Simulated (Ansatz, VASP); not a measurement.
## Two plane-wave programs on HfB2

```
CELL_PARAMETERS angstrom
4.85573 0.00000 0.00000
-2.42786 4.20518 0.00000
0.00000 0.00000 3.36685
ATOMIC_POSITIONS crystal
Hf 0.33333 0.66667 0.13293
Hf 0.66667 0.33333 0.13293
B 0.50000 0.00000 0.55907
B 0.00000 0.50000 0.55907
B 0.50000 0.50000 0.55907
B 0.00000 0.00000 0.12839
```

Alike in both runs: task relaxation of cell and atoms; functional PBE; k mesh 6 × 6 × 6; occupations gaussian, width 0.1 eV; no spin polarisation.

```csv
,VASP,Ansatz
version,VASP 6.6.1,Ansatz 0.2.0
potentials or method,"VASP PAW PBE potentials, release 64 (Hf_pv, B), cutoff 600 eV","scalar-relativistic, plane waves, PAW"
valence electrons in the cell,32,64
```

Ansatz gave:

- gap on the k mesh at the Fermi level, each at its own relaxed structure (eV): none
- relaxed volume (Å³/atom): 12.69
- relaxed cell length with the largest relative difference (Å): 4.188

Which values does VASP return?

gap on the k mesh at the Fermi level, each at its own relaxed structure (eV): none; relaxed volume (Å³/atom): 12.66; relaxed cell length with the largest relative difference (Å): 4.208.

A gap of «none» marks a metal or a gap that the smearing closes. VASP's potentials hold 32 valence electrons a cell and Ansatz's 64, so a difference there can come from the potentials and not from the codes.

Spin-orbit coupling is off throughout.
